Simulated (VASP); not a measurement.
Write the native input for VASP 6.6.1 that does the following.

| Item | Value |
| --- | --- |
| Task | single point |
| Functional | PBEsol |
| Potentials or basis | VASP PAW PBE potentials, release 64 (Ta_pv, C) |
| Cutoff | 520 eV |
| k mesh | 18 × 18 × 10 |
| Occupations | gaussian, width 0.15 eV |
| Spin | no spin polarisation |
| Dipole correction | no |
| Further INCAR settings | ALGO = Normal; EDIFF = 1e-06; NBANDS = 20 |

The structure of Ta2C lies in POSCAR:

```
Ta2C
1.0
    3.0179181868      0.0000000000      0.0000000000
   -1.5089590934      2.6135938163      0.0000000000
    0.0000000000      0.0000000000      4.7980532726
Ta C
2 1
Direct
    0.3333333333      0.6666666667      0.2528761934
    0.6666666667      0.3333333333      0.7471238066
    0.0000000000      0.0000000000      0.0000000000
```

This cell differs from its parent crystal: strain -0.025 along x and y, -0.025 along z.

The input as run:

INCAR

```
ALGO = Normal
EDIFF = 1E-6
ENCUT = 520
GGA = PS
ISIF = 2
ISMEAR = 0
LASPH = True
LCHARG = False
LREAL = False
LWAVE = False
NBANDS = 20
NELM = 100
PREC = Accurate
SIGMA = 0.15
```

KPOINTS

```
k-points
0
Gamma
  18 18 10
```

Potentials or basis: VASP PAW PBE potentials, release 64 (Ta_pv, C).

The run is started by

```sh
$ cat potpaw_PBE.64/Ta_pv/POTCAR potpaw_PBE.64/C/POTCAR > POTCAR
$ mpirun -np 1 vasp_std > vasp.out
```

Results of the run:

```
Pressure               : 26.6 GPa
Largest force          : 0.820 eV/Å
Band gap on the k mesh : zero (bands 13 and 14 overlap by 0.89 eV)
```

Caveat: the cell differs from its parent crystal (strain -0.025 along x and y, -0.025 along z); the cell stands under pressure; the PAW data sets were made with another functional, which shifts forces and pressure a little; spin-orbit coupling is left out, which moves the levels of the heavy elements.

Wall time 4.5 min on 1 thread of Intel Xeon 8259CL (shared host), peak memory 0.34 GiB.
